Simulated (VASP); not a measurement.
Wanted: the native input for a VASP 6.6.1 run.

| Property | Result |
| --- | --- |
| Task | single point |
| Functional | PBE |
| Potentials or basis | VASP PAW PBE potentials, release 64 (Sc_sv, Al, Sb, As) |
| Cutoff | 520 eV |
| k mesh | 6 × 6 × 2 |
| Occupations | gaussian, width 0.1 eV |
| Spin | collinear spin |
| Starting moments | [1.0, 0.0, 0.0, 0.0, 0.0, 0.0] μB |
| Dipole correction | no |
| Further INCAR settings | ALGO = Normal; EDIFF = 1e-06; NBANDS = 29 |

The structure of ScAl2Sb2As lies in POSCAR:

```
ScAl2Sb2As
1.0
    5.3512761427      0.0000000000      0.0000000000
   -2.6756380714      4.6343410823      0.0000000000
    0.0000000000      0.0000000000     10.3247567992
Sc Al Sb As
1 2 2 1
Direct
    0.0000000000      0.0000000000      0.0000000000
    0.0000000000      0.0000000000      0.7283611121
    0.0000000000      0.0000000000      0.2716388879
    0.3333333333      0.6666666667      0.5000000000
    0.6666666667      0.3333333333      0.5000000000
    0.0000000000      0.0000000000      0.5000000000
```

The cell was generated, and may not be a known phase.

The input as run:

INCAR

```
ALGO = Normal ; EDIFF = 1E-6
ENCUT = 520 ; GGA = PE
ISIF = 2 ; ISMEAR = 0
ISPIN = 2 ; LASPH = T
LCHARG = T ; LELF = T
LMAXMIX = 4 ; LORBIT = 11
LREAL = F ; LVHAR = T
LWAVE = F ; MAGMOM = 1 0 0 0 0 0
NBANDS = 29 ; NELM = 150
PREC = Accurate ; SIGMA = 0.1
```

KPOINTS

```
k-points
0
Gamma
  6 6 2
```

Potentials or basis: VASP PAW PBE potentials, release 64 (Sc_sv, Al, Sb, As).

Command:

```bash
$ cat potpaw_PBE.64/Sc_sv/POTCAR potpaw_PBE.64/Al/POTCAR potpaw_PBE.64/Sb/POTCAR potpaw_PBE.64/As/POTCAR > POTCAR
$ mpirun -np 1 vasp_std > vasp.out
```

It gave:

The pressure is 0.1 GPa, the largest force is 0.122 eV/Å and the net moment is 2.09 μB per cell. The site moments are Sc +1.00; Al +0.03; Sb -0.02; As -0.01 μB and the valence electrons inside the program's atomic spheres are Sc 9.28; Al 0.77; Sb 2.35; As 2.82.

It took 11 min on 1 thread of Oxide Virtual Turin-like Processor (shared host), peak memory 0.53 GiB.
